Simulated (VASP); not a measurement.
A run of VASP 6.6.1:

The input INCAR:

```
  ALGO = Fast
  EDIFF = 1E-6
  ENCUT = 520
  GGA = PE
  ISIF = 2
  ISMEAR = 0
  LASPH = True
  LCHARG = False
  LREAL = False
  LWAVE = False
  NBANDS = 28
  NELM = 80
  PREC = Accurate
  SIGMA = 0.1
```

KPOINTS

```
k-points
0
Gamma
  6 6 6
```

Contents of POSCAR:

```
Cs3KSb
1.0
    7.5824300618      0.0000000000      0.0000000000
    0.0000000000      7.5824300618      0.0000000000
    0.0000000000      0.0000000000      7.5824300618
K Cs Sb
1 3 1
Direct
    0.0000000000      0.0000000000      0.0000000000
    0.0000000000      0.5000000000      0.5000000000
    0.5000000000      0.0000000000      0.5000000000
    0.5000000000      0.5000000000      0.0000000000
    0.5000000000      0.5000000000      0.5000000000
```

Potentials or basis: VASP PAW PBE potentials, release 64 (K_sv, Cs_sv, Sb).

Run with:

```console
$ cat potpaw_PBE.64/K_sv/POTCAR potpaw_PBE.64/Cs_sv/POTCAR potpaw_PBE.64/Sb/POTCAR > POTCAR
$ mpirun -np 1 vasp_std > vasp.out
```

Hardware: 1 thread of Oxide Virtual Turin-like Processor, on a shared host.

Task: How long does it take, and how much memory?

Result: Wall time 14 min on 1 thread of Oxide Virtual Turin-like Processor, on a shared host, peak memory 0.56 GiB. Counts: scf iterations 36, k points 20.
